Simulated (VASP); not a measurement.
PtS2, 3 atoms in the cell. The structure is trigonal, space group P-3m1 (No. 164). Conventional cell: a = 3.326 Å, b = 3.326 Å, c = 6.497 Å, α = 90.00°, β = 90.00°, γ = 120.00°. Within 3.1 Å of Pt (site symmetry -3m) lie 6 S at 2.36 Å. S (site symmetry 3m) has 3 Pt at 2.36 Å within 3.1 Å. 

- Program: VASP 6.6.1
- Task: single point
- Functional: PBE
- Potentials or basis: VASP PAW PBE potentials, release 64 (Pt, S)
- Cutoff: 520 eV
- k mesh: 9 × 9 × 4
- Occupations: gaussian, width 0.05 eV
- Spin: no spin polarisation
- Dipole correction: no
- Further INCAR settings: ALGO = Normal; EDIFF = 1e-07; NBANDS = 18

Potentials or basis: VASP PAW PBE potentials, release 64 (Pt, S).

Launch:

```bash
$ cat potpaw_PBE.64/Pt/POTCAR potpaw_PBE.64/S/POTCAR > POTCAR
$ mpirun -np 1 vasp_std > vasp.out
```

Hardware: 1 thread of Intel(R) Xeon(R) Platinum 8559C (Emerald Rapids), on a shared host.

Question: How long does it take, and how much memory?

Answer: Wall time 45 s on 1 thread of Intel(R) Xeon(R) Platinum 8559C (Emerald Rapids) (shared host), peak memory 0.21 GiB. Counts: scf iterations 16, k points 43.
